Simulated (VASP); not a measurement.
# Hf12C13 in VASP: single point with PBE

Aim: the single point of Hf12C13 with PBE.

Everything below comes from runs of VASP 6.6.1. Logs are shortened: lines on timing, memory, paths and dates and some standing lists are left out, and cuts for length are marked.

## 1. The cell of the first run

The cell holds a slab with vacuum, 25 atoms: a = 6.578 Å, b = 6.578 Å, c = 20.084 Å, α = 90.00°, β = 90.00°, γ = 90.00°.

## 2. Single point, PBE

File INCAR:

```
SYSTEM = Hf12C13
PREC = Accurate
ENCUT = 520
EDIFF = 1E-6
ISMEAR = 0
SIGMA = 0.1
LREAL = Auto
LASPH = .True.
NELM = 100
ALGO = Normal
ISIF = 2
LWAVE = .False.
LCHARG = .True.
LDIPOL = .True.
IDIPOL = 3
DIPOL = 0.5 0.5 0.321
GGA = PE
LELF = .True.
LVHAR = .True.
LVACPOTAV = .True.
NBANDS = 104
```

File KPOINTS:

```
Automatic mesh
0
Gamma
  4 4 1
  0 0 0
```

File POSCAR:

```
Hf12C13
1.0
    6.5782051141      0.0000000000      0.0000000000
    0.0000000000      6.5782051141      0.0000000000
    0.0000000000      0.0000000000     20.0841322555
Hf C
12 13
Direct
    0.0000000000      0.0000000000      0.1991622017
    0.0000000000      0.5000000000      0.1991622017
    0.5000000000      0.0000000000      0.1991622017
    0.5000000000      0.5000000000      0.1991622017
    0.2500000000      0.2500000000      0.3119533852
    0.2500000000      0.7500000000      0.3119533852
    0.7500000000      0.2500000000      0.3119533852
    0.7500000000      0.7500000000      0.3119533852
    0.0000000000      0.0000000000      0.4231522705
    0.0000000000      0.5000000000      0.4231522705
    0.5000000000      0.0000000000      0.4231522705
    0.5000000000      0.5000000000      0.4231522705
    0.2500000000      0.2500000000      0.1991622017
    0.2500000000      0.7500000000      0.1991622017
    0.7500000000      0.2500000000      0.1991622017
    0.7500000000      0.7500000000      0.1991622017
    0.0000000000      0.0000000000      0.3115316059
    0.0000000000      0.5000000000      0.3115316059
    0.5000000000      0.0000000000      0.3115316059
    0.5000000000      0.5000000000      0.3115316059
    0.2500000000      0.2500000000      0.4274086700
    0.2500000000      0.7500000000      0.4274086700
    0.7500000000      0.2500000000      0.4274086700
    0.7500000000      0.7500000000      0.4274086700
    0.4375000000      0.4375000000      0.5248568289
```

Potentials or basis: VASP PAW PBE potentials, release 64 (Hf_pv, C).

On the command line:

```bash
cat potpaw_PBE.64/Hf_pv/POTCAR potpaw_PBE.64/C/POTCAR > POTCAR
mpirun -np 1 vasp_std > vasp.out
```

OUTCAR:

```text
SYSTEM = Hf12C13
   PREC = Accurate
   ENCUT = 520
   EDIFF = 1E-6
   ISMEAR = 0
   LREAL = Auto
   LASPH = .True.
   NELM = 100
   ISIF = 2
   GGA = PE

 ion  position               nearest neighbor table
   1  0.000  0.000  0.199-  17 2.26  14 2.33  15 2.33  16 2.33  13 2.33   6 3.25   7 3.25   8 3.25
                             5 3.25   3 3.29   2 3.29   2 3.29   3 3.29
   2  0.000  0.500  0.199-  18 2.26  14 2.33  15 2.33  16 2.33  13 2.33   6 3.25   7 3.25   8 3.25
                             5 3.25   4 3.29   1 3.29   1 3.29   4 3.29
   3  0.500  0.000  0.199-  19 2.26  14 2.33  15 2.33  16 2.33  13 2.33   6 3.25   7 3.25   8 3.25
                             5 3.25   4 3.29   1 3.29   4 3.29   1 3.29
   4  0.500  0.500  0.199-  20 2.26  14 2.33  15 2.33  16 2.33  13 2.33   6 3.25   7 3.25   8 3.25
                             5 3.25   3 3.29   2 3.29   3 3.29   2 3.29
   5  0.250  0.250  0.312-  13 2.27  21 2.32  18 2.33  19 2.33  20 2.33  17 2.33  11 3.22  12 3.22
                             9 3.22  10 3.22   3 3.25   4 3.25   1 3.25   2 3.25   6 3.29   7 3.29
   6  0.250  0.750  0.312-  14 2.27  22 2.32  18 2.33  19 2.33  20 2.33  17 2.33  11 3.22  12 3.22
                             9 3.22  10 3.22   3 3.25   4 3.25   1 3.25   2 3.25   5 3.29   8 3.29
   7  0.750  0.250  0.312-  15 2.27  23 2.32  18 2.33  19 2.33  20 2.33  17 2.33  11 3.22  12 3.22
                             9 3.22  10 3.22   3 3.25   4 3.25   1 3.25   2 3.25   5 3.29   8 3.29
   8  0.750  0.750  0.312-  16 2.27  24 2.32  18 2.33  19 2.33  20 2.33  17 2.33  11 3.22  12 3.22
                             9 3.22  10 3.22   3 3.25   4 3.25   1 3.25   2 3.25   6 3.29   7 3.29
   9  0.000  0.000  0.423-  17 2.24  21 2.33  22 2.33  23 2.33  24 2.33   6 3.22   7 3.22   8 3.22
                             5 3.22  11 3.29  10 3.29  10 3.29  11 3.29
  10  0.000  0.500  0.423-  18 2.24  21 2.33  22 2.33  23 2.33  24 2.33   6 3.22   7 3.22   8 3.22
                             5 3.22  12 3.29   9 3.29   9 3.29  12 3.29
  11  0.500  0.000  0.423-  19 2.24  21 2.33  22 2.33  23 2.33  24 2.33   6 3.22   7 3.22   8 3.22
                             5 3.22  12 3.29   9 3.29  12 3.29   9 3.29
  12  0.500  0.500  0.423-  25 2.12  20 2.24  22 2.33  23 2.33  24 2.33  21 2.33   7 3.22   8 3.22
                             5 3.22   6 3.22  10 3.29  11 3.29  11 3.29  10 3.29
  13  0.250  0.250  0.199-   5 2.27   2 2.33   3 2.33   4 2.33   1 2.33
  14  0.250  0.750  0.199-   6 2.27   2 2.33   3 2.33   4 2.33   1 2.33
  15  0.750  0.250  0.199-   7 2.27   2 2.33   3 2.33   4 2.33   1 2.33
  16  0.750  0.750  0.199-   8 2.27   2 2.33   3 2.33   4 2.33   1 2.33
  17  0.000  0.000  0.312-   9 2.24   1 2.26   6 2.33   7 2.33   8 2.33   5 2.33
  18  0.000  0.500  0.312-  10 2.24   2 2.26   6 2.33   7 2.33   8 2.33   5 2.33
  19  0.500  0.000  0.312-  11 2.24   3 2.26   6 2.33   7 2.33   8 2.33   5 2.33
  20  0.500  0.500  0.312-  12 2.24   4 2.26   6 2.33   7 2.33   8 2.33   5 2.33
  21  0.250  0.250  0.427-   5 2.32   9 2.33  10 2.33  11 2.33  12 2.33
  22  0.250  0.750  0.427-   6 2.32   9 2.33  10 2.33  11 2.33  12 2.33
  23  0.750  0.250  0.427-   7 2.32   9 2.33  10 2.33  11 2.33  12 2.33
  24  0.750  0.750  0.427-   8 2.32   9 2.33  10 2.33  11 2.33  12 2.33
  25  0.438  0.438  0.525-  12 2.12

  LATTYP: Found a simple tetragonal cell.
 ALAT       =     6.5782051141
 C/A-ratio  =     3.0531325654

  Lattice vectors:

 A1 = (   6.5782051141,   0.0000000000,   0.0000000000)
 A2 = (   0.0000000000,   6.5782051141,   0.0000000000)
 A3 = (   0.0000000000,   0.0000000000,  20.0841322555)

Analysis of symmetry for initial positions (statically):
=====================================================================
 Subroutine PRICEL returns:
 Original cell was already a primitive cell.

 Routine SETGRP: Setting up the symmetry group for a
 simple tetragonal supercell.

 Subroutine GETGRP returns: Found  2 space group operations
 (whereof  2 operations were pure point group operations)
 out of a pool of 16 trial point group operations.

The static configuration has the point symmetry C_1h.

Analysis of symmetry for dynamics (positions and initial velocities):
=====================================================================
 Subroutine PRICEL returns:
 Original cell was already a primitive cell.

 Routine SETGRP: Setting up the symmetry group for a
 simple tetragonal supercell.

 Subroutine GETGRP returns: Found  2 space group operations
 (whereof  2 operations were pure point group operations)
 out of a pool of 16 trial point group operations.

The dynamic configuration has the point symmetry C_1h.

 Subroutine INISYM returns: Found  2 space group operations
 (whereof  2 operations are pure point group operations),
 and found     1 'primitive' translations

----------------------------------------------------------------------------------------
[... 80 lines left out ...]
     0.000000000  0.038004288  0.000000000     0.000000000  0.250000000  0.000000000
     0.000000000  0.000000000  0.049790550     0.000000000  0.000000000  1.000000000

  Length of vectors
     0.038004288  0.038004288  0.049790550

  Shift w.r.t. Gamma in fractional coordinates (k-lattice)
     0.000000000  0.000000000  0.000000000

 Subroutine IBZKPT returns following result:
 ===========================================

 Found      7 irreducible k-points:

 Following reciprocal coordinates:
            Coordinates               Weight
  0.000000  0.000000  0.000000      1.000000
  0.250000  0.000000  0.000000      4.000000
  0.500000  0.000000  0.000000      2.000000
  0.250000  0.250000  0.000000      2.000000
 -0.250000  0.250000  0.000000      2.000000
  0.500000  0.250000  0.000000      4.000000
  0.500000  0.500000  0.000000      1.000000
   k-points           NKPTS =      7   k-points in BZ     NKDIM =      7   number of bands    NBANDS=    104
   number of dos      NEDOS =    301   number of ions     NIONS =     25
   total plane-waves  NPLWV = 375000
   dimension x,y,z NGX =    50 NGY =   50 NGZ =  150
   dimension x,y,z NGXF=   100 NGYF=  100 NGZF=  300
   ions per type =              12  13
   NGX,Y,Z   is equivalent  to a cutoff of  12.64, 12.64, 12.42 a.u.
   NGXF,Y,Z  is equivalent  to a cutoff of  25.27, 25.27, 24.83 a.u.
 SYSTEM =  Hf12C13
   PREC   = accura    normal or accurate (medium, high low for compatibility)
   ISTART =      0    job   : 0-new  1-cont  2-samecut
   ICHARG =      2    charge: 1-file 2-atom 10-const
   ISPIN  =      1    spin polarized calculation?
   LNONCOLLINEAR =      F non collinear calculations
   LSORBIT =      F    spin-orbit coupling
   LASPH  =      T    aspherical Exc in radial PAW
   ENCUT  =  520.0 eV  38.22 Ry    6.18 a.u.  12.23 12.23 37.34*2*pi/ulx,y,z
   NELM   =    100;   NELMIN=  2; NELMDL= -5     # of ELM steps
   EDIFF  = 0.1E-05   stopping-criterion for ELM
   LREAL  =      T    real-space projection
   EDIFFG = 0.1E-04   stopping-criterion for IOM
   NSW    =      0    number of steps for IOM
[... 5 lines left out ...]
   TEBEG  =    0.0;   TEEND  =   0.0 temperature during run
   PSTRESS=    0.0 pullay stress
   NELECT =     172.0000    total number of electrons
   NUPDOWN=      -1.0000    fix difference up-down
   EMIN   =  10.00;   EMAX   =-10.00  energy-range for DOS
   EFERMI =   0.00;   METHOD = LEGACY
   ISMEAR =     0;   SIGMA  =   0.10  broadening in eV -4-tet -1-fermi 0-gaus
   EFERMI_NEDOS =   21; number of points for ismear=-14 and -15
   IALGO  =     38    algorithm
   IMIX   =      4    mixing-type and parameters
     AMIX     =   0.40;   BMIX     =  1.00
     AMIX_MAG =   1.60;   BMIX_MAG =  1.00
  volume/ion in A,a.u.               =      34.76       234.60
  Fermi-wavevector in a.u.,A,eV,Ry     =   0.954029  1.802854 12.383639  0.910172
  Thomas-Fermi vector in A             =   2.082738
   LORBIT       =      0    0 simple, 1 ext, 2 COOP (PROOUT), +10 PAW based schemes
   GGA     = PE    functional components
   LHFCALC =     F    Hartree Fock is set to
   AEXX    =    0.0000 exact exchange contribution
   IVDW    =     0    specifies the selected vdW correction
   LEPSILON=     F    determine dielectric tensor
   LRPA    =     F    only Hartree local field effects (RPA)
 non-spin polarized calculation
 Gauss-broadening in eV      SIGMA  =   0.10
  energy-cutoff  :      520.00
  volume of cell :      869.10
 maximum number of plane-waves:     23491
 NGX is ok and might be reduce to    50
   NGX = 25   NGY = 25   NGZ = 75

 dipolmoment           0.000000      0.000000     -0.158441 electrons x Angstroem

 number of electron     171.9999971 magnetization

 dipolmoment           0.000000      0.000000      0.376944 electrons x Angstroem

 Free energy of the ion-electron system (eV)
  ---------------------------------------------------
  ext. energy  EPLUGINS =         0.00000000
  ---------------------------------------------------
  free energy    TOTEN  =      -245.76344285 eV

  energy without entropy =     -245.70112468  energy(sigma->0) =     -245.73228377

 E-fermi :  -0.6934     XC(G=0):  -5.3412

 val. band max:       -0.7226443000   @ k =   0.2500   0.0000   0.0000
 cond. band min:      -0.6920994040   @ k =  -0.2500   0.2500   0.0000
 fundamental gap:      0.0305448960
 Fermi energy:        -0.6933661371

 k-point     1 :       0.0000    0.0000    0.0000
  band No.  band energies     occupation
      1     -31.1196      2.00000
      2     -31.0751      2.00000
      3     -31.0491      2.00000
      4     -30.9952      2.00000
      5     -30.9823      2.00000
      6     -30.9580      2.00000
[... 696 lines left out ...]
     97       2.5487      0.00000
     98       2.5557      0.00000
 [bands above 98 left out]

------------------------ aborting loop because EDIFF is reached ----------------------------------------

  FORCE on cell =-STRESS in cart. coord.  units (eV):
  Direction    XX          YY          ZZ          XY          YZ          ZX
  --------------------------------------------------------------------------------------
  -------------------------------------------------------------------------------------
  Total      -15.8843156    -15.8843156      1.1877466     -0.0705596     -1.9009507     -1.9008318
  in kB      -29.2827052    -29.2827052      2.1896085     -0.1300764     -3.5043990     -3.5041798
  external PRESSURE =     -18.7919339 kB  Pullay stress =       0.0000000 kB

 VOLUME and BASIS-vectors are now :
 -----------------------------------------------------------------------------
  energy-cutoff  :      520.00
  volume of cell :      869.10
      direct lattice vectors                 reciprocal lattice vectors
     6.578205114  0.000000000  0.000000000     0.152017151  0.000000000  0.000000000
     0.000000000  6.578205114  0.000000000     0.000000000  0.152017151  0.000000000
     0.000000000  0.000000000 20.084132255     0.000000000  0.000000000  0.049790550

 POSITION                                       TOTAL-FORCE (eV/Angst)
 -----------------------------------------------------------------------------------
      0.00000      0.00000      4.00000         0.004865      0.004865      0.888228
      0.00000      3.28910      4.00000         0.019131     -0.034546      0.817615
      3.28910      0.00000      4.00000        -0.034546      0.019131      0.817615
      3.28910      3.28910      4.00000        -0.086750     -0.086750      0.849266
      1.64455      1.64455      6.26531         0.207165      0.207165      0.006465
      1.64455      4.93365      6.26531         0.050665     -0.108577      0.072757
[... 17 lines left out ...]
      4.93365      4.93365      8.58413         0.241097      0.241097     -0.285397
      2.87796      2.87796     10.54129        -0.948011     -0.948011      0.059860
 -----------------------------------------------------------------------------------
    total drift:                               -0.005127     -0.005127     -0.022008

  FREE ENERGIE OF THE ION-ELECTRON SYSTEM (eV)
  ---------------------------------------------------
  free  energy   TOTEN  =      -245.7634428494 eV

  energy  without entropy=     -245.7011246823  energy(sigma->0) =     -245.73228377

 vacuum level on the upper side and lower side of the slab         4.565         2.988
```

Run time: 30 min. Hardware: 1 thread of Intel Xeon 6975P-C (Granite Rapids), shared host; peak memory 0.95 GiB.

Results:

```
Free energy            : -245.7634 eV
Largest force          : 1.342 eV/Å
Band gap on the k mesh : zero (bands 86 and 87 overlap by 0.12 eV)
```

Forces in eV/Å, atoms in the order of the input:
```
Hf   0.005  0.005  0.888
Hf   0.019 -0.035  0.818
Hf  -0.035  0.019  0.818
Hf  -0.087 -0.087  0.849
Hf   0.207  0.207  0.006
Hf   0.051 -0.109  0.073
Hf  -0.109  0.051  0.073
Hf  -0.003 -0.003  0.072
Hf  -0.163 -0.163  0.133
Hf   0.007  0.190  0.429
Hf   0.190  0.007  0.429
Hf   0.663  0.663 -0.066
C    0.012  0.012 -0.832
C    0.029  0.026 -0.810
C    0.026  0.029 -0.810
C    0.032  0.032 -0.757
C    0.007  0.007 -0.034
C   -0.026 -0.013  0.033
C   -0.013 -0.026  0.033
C   -0.115 -0.115 -1.119
C   -0.146 -0.146  0.431
C   -0.252  0.407 -0.215
C    0.407 -0.252 -0.215
C    0.241  0.241 -0.285
C   -0.948 -0.948  0.060
```

Caveat: spin-orbit coupling is left out, which moves the levels of the heavy elements.
